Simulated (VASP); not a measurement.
# Ni (Fm-3m) in VASP: further runs, part 2 of 2

VASP 6.6.1.

### 4 Single point, LDA

File INCAR:

```
ALGO = Normal
EDIFF = 1E-6
ENCUT = 600
GGA_COMPAT = F
ISIF = 2
ISMEAR = 1
LASPH = T
LCHARG = T
LELF = T
LREAL = F
LVHAR = T
LWAVE = F
NBANDS = 11
NELM = 120
PREC = Accurate
SIGMA = 0.3
```

File KPOINTS:

```
k-points
0
Gamma
  16 16 16
```

File POSCAR:

```
Ni
1.0
    0.0000000000      1.7104399105      1.7104399105
    1.7104399105      0.0000000000      1.7104399105
    1.7104399105      1.7104399105      0.0000000000
Ni
1
Direct
    0.0000000000      0.0000000000      0.0000000000
```

Potentials or basis: VASP PAW LDA potentials, release 64 (Ni).

Launch:

```bash
$ cat potpaw_LDA.64/Ni/POTCAR > POTCAR
$ mpirun -np 1 vasp_std > vasp.out
```

OUTCAR:

```text
EDIFF = 1E-6
   ENCUT = 600
   ISIF = 2
   ISMEAR = 1
   LASPH = T
   LREAL = F
   NELM = 120
   PREC = Accurate

 ion  position               nearest neighbor table
   1  0.000  0.000  0.000-

  LATTYP: Found a face centered cubic cell.
 ALAT       =     3.4208798210

  Lattice vectors:

 A1 = (   0.0000000000,   1.7104399105,   1.7104399105)
 A2 = (   1.7104399105,   0.0000000000,   1.7104399105)
 A3 = (   1.7104399105,   1.7104399105,   0.0000000000)

Analysis of symmetry for initial positions (statically):
=====================================================================
 Subroutine PRICEL returns:
 Original cell was already a primitive cell.

 Routine SETGRP: Setting up the symmetry group for a
 face centered cubic supercell.

 Subroutine GETGRP returns: Found 48 space group operations
 (whereof 48 operations were pure point group operations)
 out of a pool of 48 trial point group operations.

The static configuration has the point symmetry O_h .

Analysis of symmetry for dynamics (positions and initial velocities):
=====================================================================
 Subroutine PRICEL returns:
 Original cell was already a primitive cell.

 Routine SETGRP: Setting up the symmetry group for a
 face centered cubic supercell.

 Subroutine GETGRP returns: Found 48 space group operations
 (whereof 48 operations were pure point group operations)
 out of a pool of 48 trial point group operations.

The dynamic configuration has the point symmetry O_h .

 Subroutine INISYM returns: Found 48 space group operations
 (whereof 48 operations are pure point group operations),
 and found     1 'primitive' translations

----------------------------------------------------------------------------------------

                                     Primitive cell
[... 107 lines left out ...]
   IMIX   =      4    mixing-type and parameters
     AMIX     =   0.40;   BMIX     =  1.00
     AMIX_MAG =   1.60;   BMIX_MAG =  1.00
  volume/ion in A,a.u.               =      10.01        67.54
  Fermi-wavevector in a.u.,A,eV,Ry     =   1.636655  3.092829 36.445082  2.678638
  Thomas-Fermi vector in A             =   2.727925
   LORBIT       =      0    0 simple, 1 ext, 2 COOP (PROOUT), +10 PAW based schemes
   GGA     = CA    functional components
   LHFCALC =     F    Hartree Fock is set to
   AEXX    =    0.0000 exact exchange contribution
   IVDW    =     0    specifies the selected vdW correction
   LEPSILON=     F    determine dielectric tensor
   LRPA    =     F    only Hartree local field effects (RPA)
 non-spin polarized calculation
 Methfessel and Paxton  Order N= 1 SIGMA  =   0.30
  energy-cutoff  :      600.00
  volume of cell :       10.01
 maximum number of plane-waves:       343
   NGX =  9   NGY =  9   NGZ =  9

 number of electron      10.0000000 magnetization

 number of electron       9.9999994 magnetization

 Free energy of the ion-electron system (eV)
  ---------------------------------------------------
  ext. energy  EPLUGINS =         0.00000000
  ---------------------------------------------------
  free energy    TOTEN  =        -6.54952724 eV

  energy without entropy =       -6.52390769  energy(sigma->0) =       -6.54098739

 E-fermi :  10.1311     XC(G=0): -14.1143

 val. band max:       10.1256473920   @ k =  -0.4375   0.3125   0.0625
 cond. band min:      10.1327626250   @ k =   0.5000   0.3750   0.0625
 fundamental gap:      0.0071152330
 Fermi energy:        10.1310518063

 k-point     1 :       0.0000    0.0000    0.0000
  band No.  band energies     occupation
      1       0.7144      2.00000
      2       8.0103      2.00000
      3       8.0103      2.00000
      4       8.0103      2.00000
      5       9.2898      2.00054
      6       9.2898      2.00054
      7      34.7408      0.00000
      8      39.1953      0.00000
      9      39.1953      0.00000
     10      39.1953      0.00000
     11      42.5334      0.00000
[... 309 lines left out ...]
 k-point    24 :      -0.0625    0.0625    0.0000
  band No.  band energies     occupation
      1       1.1454      2.00000
      2       7.8756      2.00000
      3       8.1070      2.00000
      4       8.1264      2.00000
      5       9.1897      2.00008
      6       9.3071      2.00072
      7      33.5999      0.00000
      8      35.5544      0.00000
      9      37.8391      0.00000
     10      39.8059      0.00000
     11      42.5957      0.00000

 [... further k-points ...]
[... 5 lines left out ...]
  --------------------------------------------------------------------------------------
  -------------------------------------------------------------------------------------
  Total       -0.0327185     -0.0327185     -0.0327185      0.0000000      0.0000000      0.0000000
  in kB       -5.2378259     -5.2378259     -5.2378259      0.0000000      0.0000000      0.0000000
  external PRESSURE =      -5.2378259 kB  Pullay stress =       0.0000000 kB

 VOLUME and BASIS-vectors are now :
 -----------------------------------------------------------------------------
  energy-cutoff  :      600.00
  volume of cell :       10.01
      direct lattice vectors                 reciprocal lattice vectors
     0.000000000  1.710439911  1.710439911    -0.292322459  0.292322459  0.292322459
     1.710439911  0.000000000  1.710439911     0.292322459 -0.292322459  0.292322459
     1.710439911  1.710439911  0.000000000     0.292322459  0.292322459 -0.292322459

 POSITION                                       TOTAL-FORCE (eV/Angst)
 -----------------------------------------------------------------------------------
      0.00000      0.00000      0.00000        -0.000000      0.000000     -0.000000
 -----------------------------------------------------------------------------------
    total drift:                                0.000000      0.000000      0.000000

  FREE ENERGIE OF THE ION-ELECTRON SYSTEM (eV)
  ---------------------------------------------------
  free  energy   TOTEN  =        -6.5495272367 eV

  energy  without entropy=       -6.5239076911  energy(sigma->0) =       -6.54098739
```

stdout:

```text
POSCAR found type information on POSCAR Ni
 POSCAR found :  1 types and       1 ions
 scaLAPACK will be used
 LDA part: xc-table for (Slater(with rela. corr.)+CA(PZ))
 , standard interpolation
 POSCAR, INCAR and KPOINTS ok, starting setup
 FFT: planning ... GRIDC
 FFT: planning ... GRID_SOFT
 FFT: planning ... GRID
 WAVECAR not read
 entering main loop
```

Run time: 18 s. Hardware: 1 thread of Intel Xeon 6975P-C, shared host; peak memory 0.13 GiB.

Results:

```
Free energy            : -6.5495 eV
Pressure               : -0.5 GPa
Band gap on the k mesh : zero (band 5 reaches 10.32 eV, above the bottom of band 6 at 9.24 eV)
```

Caveat: the run has no spin polarisation, though such a crystal can be magnetic. Spin polarisation is off, so any magnetic state and its effect on volume and gap are missing.

### 5 The runs side by side

```tsv
k mesh	cutoff (eV)	smearing	gap on the mesh (eV)	pressure (GPa)
16 × 16 × 16	520	fermi-dirac 0.1 eV	none	0.1
26 × 26 × 26	520	fermi-dirac 0.1 eV	none	0.0
16 × 16 × 16	600	methfessel-paxton 0.3 eV	none	-0.5
```

Alike in all rows: task single point; level LDA; potentials or basis VASP PAW LDA potentials, release 64 (Ni); no spin polarisation; cell as given.

Every run on the cell as given and a fine mesh finds a metal.

Caveats: the run has no spin polarisation, though such a crystal can be magnetic.

Absolute energies hang on the potentials; compare differences alone.
